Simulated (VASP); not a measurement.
# SiPb (rocksalt type) (Fm-3m) in VASP: settings compared

SiPb (rocksalt type) is run at these levels: PBE, PBE+D3(BJ); tasks: electric field gradients.

Program: VASP 6.6.1. These are calculated values, not measurements. Logs are shortened: lines on timing, memory, paths and dates and some standing lists are left out, and cuts for length are marked.

### 1 The cell of the first run

It takes space group Fm-3m (No. 225, cubic). Conventional cell: a = 5.782 Å, b = 5.782 Å, c = 5.782 Å, α = 90.00°, β = 90.00°, γ = 90.00°. Within 3.8 Å of Pb (site symmetry m-3m) lie 6 Si at 2.89 Å. Within 3.8 Å of Si (site symmetry m-3m) lie 6 Pb at 2.89 Å.

### 2 Electric field gradients, PBE (24.17 Å³/atom)

Contents of INCAR:

```
  PREC = Accurate
  ENCUT = 520
  EDIFF = 1E-8
  ISMEAR = -1
  SIGMA = 0.05
  LREAL = False
  LASPH = True
  NELM = 60
  ALGO = Normal
  ISIF = 2
  LWAVE = False
  LCHARG = False
  GGA = PE
  LEFG = True
  NBANDS = 16
```

Contents of KPOINTS:

```
Automatic mesh
0
Gamma
  13 13 13
```

Contents of POSCAR:

```
SiPb
1.0
    0.0000000000      2.8911628641      2.8911628641
    2.8911628641      0.0000000000      2.8911628641
    2.8911628641      2.8911628641      0.0000000000
Pb Si
1 1
Direct
    0.0000000000      0.0000000000      0.0000000000
    0.5000000000      0.5000000000      0.5000000000
```

Potentials or basis: VASP PAW PBE potentials, release 64 (Pb_d, Si).

Launch:

```bash
cat potpaw_PBE.64/Pb_d/POTCAR potpaw_PBE.64/Si/POTCAR > POTCAR
mpirun -np 1 vasp_std > vasp.out
```

OUTCAR:

```text
PREC = Accurate
   ENCUT = 520
   EDIFF = 1E-8
   ISMEAR = -1
   LREAL = False
   LASPH = True
   NELM = 60
   ISIF = 2
   GGA = PE

 ion  position               nearest neighbor table
   1  0.000  0.000  0.000-   2 2.89   2 2.89   2 2.89   2 2.89   2 2.89   2 2.89
   2  0.500  0.500  0.500-   1 2.89   1 2.89   1 2.89   1 2.89   1 2.89   1 2.89

  LATTYP: Found a face centered cubic cell.
 ALAT       =     5.7823257282

  Lattice vectors:

 A1 = (   0.0000000000,   2.8911628641,   2.8911628641)
 A2 = (   2.8911628641,   0.0000000000,   2.8911628641)
 A3 = (   2.8911628641,   2.8911628641,   0.0000000000)

Analysis of symmetry for initial positions (statically):
=====================================================================
 Subroutine PRICEL returns:
 Original cell was already a primitive cell.

 Routine SETGRP: Setting up the symmetry group for a
 face centered cubic supercell.

 Subroutine GETGRP returns: Found 48 space group operations
 (whereof 48 operations were pure point group operations)
 out of a pool of 48 trial point group operations.

The static configuration has the point symmetry O_h .

Analysis of symmetry for dynamics (positions and initial velocities):
=====================================================================
 Subroutine PRICEL returns:
 Original cell was already a primitive cell.

 Routine SETGRP: Setting up the symmetry group for a
 face centered cubic supercell.

 Subroutine GETGRP returns: Found 48 space group operations
 (whereof 48 operations were pure point group operations)
 out of a pool of 48 trial point group operations.

The dynamic configuration has the point symmetry O_h .

 Subroutine INISYM returns: Found 48 space group operations
 (whereof 48 operations are pure point group operations),
 and found     1 'primitive' translations

----------------------------------------------------------------------------------------

                                     Primitive cell

  volume of cell :      48.3334

  direct lattice vectors                    reciprocal lattice vectors
     0.000000000  2.891162864  2.891162864    -0.172940794  0.172940794  0.172940794
[... 121 lines left out ...]
   NGX = 15   NGY = 15   NGZ = 15

 number of electron      17.9999995 magnetization

 Free energy of the ion-electron system (eV)
  ---------------------------------------------------
  ext. energy  EPLUGINS =         0.00000000
  ---------------------------------------------------
  free energy    TOTEN  =        -7.88421038 eV

  energy without entropy =       -7.87449325  energy(sigma->0) =       -7.87935182

 E-fermi :   7.0022     XC(G=0): -10.1555

 val. band max:        6.9848224359   @ k =   0.3846   0.2308   0.0769
 cond. band min:       7.0099704316   @ k =  -0.4615   0.3077   0.0769
 fundamental gap:      0.0251479957
 Fermi energy:         7.0022302636

 k-point     1 :       0.0000    0.0000    0.0000
  band No.  band energies     occupation
      1      -9.7383      2.00000
      2      -9.7383      2.00000
      3      -9.7082      2.00000
      4      -9.7082      2.00000
      5      -9.7082      2.00000
      6      -4.9588      2.00000
[... 433 lines left out ...]
      3      -9.7031      2.00000
      4      -9.6603      2.00000
      5      -9.6434      2.00000
      6      -2.5101      2.00000
[... 8 lines left out ...]
     15      17.2648      0.00000
     16      18.1824      0.00000

 [... further k-points ...]

------------------------ aborting loop because EDIFF is reached ----------------------------------------

  FORCE on cell =-STRESS in cart. coord.  units (eV):
  Direction    XX          YY          ZZ          XY          YZ          ZX
  --------------------------------------------------------------------------------------
  -------------------------------------------------------------------------------------
  Total        0.6818556      0.6818556      0.6818556      0.0000000      0.0000000      0.0000000
  in kB       22.6024411     22.6024411     22.6024411      0.0000000      0.0000000      0.0000000
  external PRESSURE =      22.6024411 kB  Pullay stress =       0.0000000 kB

 VOLUME and BASIS-vectors are now :
 -----------------------------------------------------------------------------
  energy-cutoff  :      520.00
  volume of cell :       48.33
      direct lattice vectors                 reciprocal lattice vectors
     0.000000000  2.891162864  2.891162864    -0.172940794  0.172940794  0.172940794
     2.891162864  0.000000000  2.891162864     0.172940794 -0.172940794  0.172940794
     2.891162864  2.891162864  0.000000000     0.172940794  0.172940794 -0.172940794

 POSITION                                       TOTAL-FORCE (eV/Angst)
 -----------------------------------------------------------------------------------
      0.00000      0.00000      0.00000         0.000000      0.000000      0.000000
      2.89116      2.89116      2.89116        -0.000000     -0.000000     -0.000000
 -----------------------------------------------------------------------------------
    total drift:                               -0.000000      0.000000      0.000000

  FREE ENERGIE OF THE ION-ELECTRON SYSTEM (eV)
  ---------------------------------------------------
  free  energy   TOTEN  =        -7.8842103848 eV

  energy  without entropy=       -7.8744932538  energy(sigma->0) =       -7.87935182

 Electric field gradients (V/A^2)
---------------------------------------------------------------------
 ion       V_xx      V_yy      V_zz      V_xy      V_xz      V_yz
---------------------------------------------------------------------
   1      -0.000    -0.000     0.000     0.001     0.001     0.001
   2      -0.000    -0.000    -0.000    -0.000    -0.000    -0.000
---------------------------------------------------------------------

 Electric field gradients after diagonalization (V/A^2)
 (convention: |V_zz| > |V_xx| > |V_yy|)
----------------------------------------------------------------------
 ion       V_xx      V_yy      V_zz     asymmetry (V_yy - V_xx)/ V_zz
----------------------------------------------------------------------
   1      -0.001    -0.001     0.002       0.000
   2       0.000     0.000    -0.000       0.000
----------------------------------------------------------------------

           NMR quadrupolar parameters

 Cq : quadrupolar parameter    Cq=e*Q*V_zz/h
 eta: asymmetry parameters     (V_yy - V_xx)/ V_zz
 Q  : nuclear electric quadrupole moment in mb (millibarn)
----------------------------------------------------------------------
 ion       Cq(MHz)       eta       Q (mb)
----------------------------------------------------------------------
   1       0.000       0.000       1.000
   2      -0.000       0.000       1.000
----------------------------------------------------------------------
```

OSZICAR:

```text
N       E                     dE             d eps       ncg     rms          rms(c)
DAV:   1     0.124753215681E+03    0.12475E+03   -0.85507E+03  2696   0.118E+03
DAV:   2    -0.155323429791E+01   -0.12631E+03   -0.12128E+03  2984   0.301E+02
DAV:   3    -0.779479236524E+01   -0.62416E+01   -0.61769E+01  3568   0.691E+01
DAV:   4    -0.793225274484E+01   -0.13746E+00   -0.13743E+00  3328   0.112E+01
DAV:   5    -0.793850421731E+01   -0.62515E-02   -0.62514E-02  3968   0.213E+00    0.198E+00
DAV:   6    -0.788747189784E+01    0.51032E-01   -0.93184E-02  3808   0.433E+00    0.112E+00
DAV:   7    -0.788398716166E+01    0.34847E-02   -0.30453E-02  3672   0.189E+00    0.381E-01
DAV:   8    -0.788418224246E+01   -0.19508E-03   -0.29599E-03  3528   0.679E-01    0.404E-02
DAV:   9    -0.788420895811E+01   -0.26716E-04   -0.14692E-04  3616   0.159E-01    0.387E-02
DAV:  10    -0.788421036653E+01   -0.14084E-05   -0.17424E-05  3440   0.338E-02    0.724E-03
DAV:  11    -0.788421043523E+01   -0.68704E-07   -0.53189E-06  3696   0.335E-02    0.294E-03
DAV:  12    -0.788421018120E+01    0.25403E-06   -0.42685E-07  3328   0.497E-03    0.710E-04
DAV:  13    -0.788421031462E+01   -0.13342E-06   -0.36637E-08  3616   0.269E-03    0.197E-04
DAV:  14    -0.788421039575E+01   -0.81131E-07   -0.31474E-09  2256   0.479E-04    0.124E-04
DAV:  15    -0.788421038531E+01    0.10439E-07   -0.28577E-10  1896   0.157E-04    0.532E-05
DAV:  16    -0.788421038480E+01    0.51909E-09   -0.90055E-11  1664   0.141E-04
   1 F= -.78842104E+01 E0= -.78793518E+01  d E =-.971713E-02
```

stdout:

```text
POSCAR found type information on POSCAR PbSi
 POSCAR found :  2 types and       2 ions
 scaLAPACK will be used
 LDA part: xc-table for (Slater+PW92), standard interpolation
 POSCAR, INCAR and KPOINTS ok, starting setup
 FFT: planning ... GRIDC
 FFT: planning ... GRID_SOFT
 FFT: planning ... GRID
 WAVECAR not read
 entering main loop
ion   1

ion   2
```

Run time: 29 s. Hardware: 1 thread of Intel Xeon 6975P-C (Granite Rapids), shared host; peak memory 0.21 GiB.

What came out:

* Free energy: -7.8842 eV
* Pressure: 2.3 GPa
* Band gap on the k mesh: zero (bands 9 and 10 overlap by 3.53 eV)
* Largest electric field gradient by atom: under 0.05 V/Å² on every atom

Caveat: spin-orbit coupling is left out, which moves the levels of the heavy elements.

### 3 Electric field gradients, PBE (24.17 Å³/atom)

Contents of INCAR:

```
SYSTEM = SiPb
  PREC = Accurate
  ENCUT = 520
  EDIFF = 1E-8
  ISMEAR = -1
  SIGMA = 0.05
  LREAL = .False.
  LASPH = .True.
  NELM = 80
  ALGO = Normal
  ISIF = 2
  LWAVE = .False.
  LCHARG = .False.
  GGA = PE
  LEFG = .True.
  NBANDS = 16
```

Contents of KPOINTS:

```
regular mesh
0
Gamma
  13 13 13
  0 0 0
```

POSCAR is that of step 2.

Potentials or basis: VASP PAW PBE potentials, release 64 (Pb_d, Si).

Launch:

```bash
cat potpaw_PBE.64/Pb_d/POTCAR potpaw_PBE.64/Si/POTCAR > POTCAR
mpirun -np 1 vasp_std > vasp.out
```

OUTCAR:

```text
SYSTEM = SiPb
   PREC = Accurate
   ENCUT = 520
   EDIFF = 1E-8
   ISMEAR = -1
   LREAL = .False.
   LASPH = .True.
   NELM = 80
   ISIF = 2
   GGA = PE

 ion  position               nearest neighbor table
   1  0.000  0.000  0.000-   2 2.89   2 2.89   2 2.89   2 2.89   2 2.89   2 2.89
   2  0.500  0.500  0.500-   1 2.89   1 2.89   1 2.89   1 2.89   1 2.89   1 2.89

  LATTYP: Found a face centered cubic cell.
 ALAT       =     5.7823257282

  Lattice vectors:

 A1 = (   0.0000000000,   2.8911628641,   2.8911628641)
 A2 = (   2.8911628641,   0.0000000000,   2.8911628641)
 A3 = (   2.8911628641,   2.8911628641,   0.0000000000)

Analysis of symmetry for initial positions (statically):
=====================================================================
 Subroutine PRICEL returns:
 Original cell was already a primitive cell.

 Routine SETGRP: Setting up the symmetry group for a
 face centered cubic supercell.

[... 644 lines left out ...]
      direct lattice vectors                 reciprocal lattice vectors
     0.000000000  2.891162864  2.891162864    -0.172940794  0.172940794  0.172940794
     2.891162864  0.000000000  2.891162864     0.172940794 -0.172940794  0.172940794
     2.891162864  2.891162864  0.000000000     0.172940794  0.172940794 -0.172940794

 POSITION                                       TOTAL-FORCE (eV/Angst)
 -----------------------------------------------------------------------------------
      0.00000      0.00000      0.00000         0.000000      0.000000      0.000000
      2.89116      2.89116      2.89116        -0.000000     -0.000000     -0.000000
 -----------------------------------------------------------------------------------
    total drift:                               -0.000000      0.000000      0.000000

  FREE ENERGIE OF THE ION-ELECTRON SYSTEM (eV)
  ---------------------------------------------------
  free  energy   TOTEN  =        -7.8842103848 eV

  energy  without entropy=       -7.8744932538  energy(sigma->0) =       -7.87935182

 Electric field gradients (V/A^2)
---------------------------------------------------------------------
 ion       V_xx      V_yy      V_zz      V_xy      V_xz      V_yz
---------------------------------------------------------------------
   1      -0.000    -0.000     0.000     0.001     0.001     0.001
   2      -0.000    -0.000    -0.000    -0.000    -0.000    -0.000
---------------------------------------------------------------------

 Electric field gradients after diagonalization (V/A^2)
 (convention: |V_zz| > |V_xx| > |V_yy|)
----------------------------------------------------------------------
 ion       V_xx      V_yy      V_zz     asymmetry (V_yy - V_xx)/ V_zz
----------------------------------------------------------------------
   1      -0.001    -0.001     0.002       0.000
   2       0.000     0.000    -0.000       0.000
----------------------------------------------------------------------

           NMR quadrupolar parameters

 Cq : quadrupolar parameter    Cq=e*Q*V_zz/h
 eta: asymmetry parameters     (V_yy - V_xx)/ V_zz
 Q  : nuclear electric quadrupole moment in mb (millibarn)
----------------------------------------------------------------------
 ion       Cq(MHz)       eta       Q (mb)
----------------------------------------------------------------------
   1       0.000       0.000       1.000
   2      -0.000       0.000       1.000
----------------------------------------------------------------------
```

OSZICAR:

```text
N       E                     dE             d eps       ncg     rms          rms(c)
DAV:   1     0.124753215681E+03    0.12475E+03   -0.85507E+03  2696   0.118E+03
DAV:   2    -0.155323429791E+01   -0.12631E+03   -0.12128E+03  2984   0.301E+02
DAV:   3    -0.779479236524E+01   -0.62416E+01   -0.61769E+01  3568   0.691E+01
DAV:   4    -0.793225274484E+01   -0.13746E+00   -0.13743E+00  3328   0.112E+01
DAV:   5    -0.793850421731E+01   -0.62515E-02   -0.62514E-02  3968   0.213E+00    0.198E+00
DAV:   6    -0.788747189784E+01    0.51032E-01   -0.93184E-02  3808   0.433E+00    0.112E+00
DAV:   7    -0.788398716166E+01    0.34847E-02   -0.30453E-02  3672   0.189E+00    0.381E-01
DAV:   8    -0.788418224246E+01   -0.19508E-03   -0.29599E-03  3528   0.679E-01    0.404E-02
DAV:   9    -0.788420895811E+01   -0.26716E-04   -0.14692E-04  3616   0.159E-01    0.387E-02
DAV:  10    -0.788421036653E+01   -0.14084E-05   -0.17424E-05  3440   0.338E-02    0.724E-03
DAV:  11    -0.788421043523E+01   -0.68704E-07   -0.53189E-06  3696   0.335E-02    0.294E-03
DAV:  12    -0.788421018120E+01    0.25403E-06   -0.42685E-07  3328   0.497E-03    0.710E-04
DAV:  13    -0.788421031462E+01   -0.13342E-06   -0.36637E-08  3616   0.269E-03    0.197E-04
DAV:  14    -0.788421039575E+01   -0.81131E-07   -0.31474E-09  2256   0.479E-04    0.124E-04
DAV:  15    -0.788421038531E+01    0.10439E-07   -0.28577E-10  1896   0.157E-04    0.532E-05
DAV:  16    -0.788421038480E+01    0.51909E-09   -0.90055E-11  1664   0.141E-04
   1 F= -.78842104E+01 E0= -.78793518E+01  d E =-.971713E-02
```

Wall time 29 s (1 thread of Intel Xeon 6975P-C (Granite Rapids), shared host); peak memory 0.21 GiB.

Results:

| Property | Result |
| --- | --- |
| Free energy | -7.8842 eV |
| Pressure | 2.3 GPa |
| Band gap on the k mesh | zero (bands 9 and 10 overlap by 3.53 eV) |
| Largest electric field gradient by atom | under 0.05 V/Å² on every atom |

Caveat: spin-orbit coupling is left out, which moves the levels of the heavy elements.

(Part 1 of 2 ends here.)

The gap in the log of VASP goes by the Fermi energy; the results here count the filled bands.